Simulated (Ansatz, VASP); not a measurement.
# WS2: VASP beside Ansatz

```xyz
3
Lattice="3.1811 0.0000 0.0000 -1.5905 2.7549 0.0000 0.5085 0.0000 16.9507" Properties=species:S:1:pos:R:3 pbc="T T T"
W     0.0000    1.8366    0.0000
S     2.0990    0.9183   15.3918
S     1.5906    0.9183    1.5590
```

Change from the starting cell: shear of c along a, cell held, atoms relaxed: +3.0 %.

Alike in both runs: functional r2SCAN; k mesh 12 × 12 × 2; occupations gaussian, width 0.02 eV; no spin polarisation.

Ansatz relaxed the structure, and its values are those at the end. VASP's run is a single point on that final structure, the one shown.

|  | VASP | Ansatz |
| --- | --- | --- |
| version | VASP 6.6.1 | Ansatz 0.2.0 |
| potentials or method | VASP PAW PBE potentials, release 64 (W_sv, S), cutoff 520 eV | scalar-relativistic, plane waves, PAW |
| valence electrons in the cell | 26 | 26 |

|  | VASP | Ansatz | Ansatz less VASP |
| --- | --- | --- | --- |
| gap on the k mesh at the Fermi level (eV) | 1.91 | 1.89 | -0.015 |
| least direct gap on the mesh (eV) | 1.93 | 1.92 | -0.004 |
| rms of the force components (eV/Å) | 0.012 | 0.002 | -0.0101 |

VASP's potentials were made for PBE, not for r2SCAN. Ansatz's warnings: stress scf threshold loose, xc potential rough in thin density.

Neither program's run includes spin-orbit coupling.
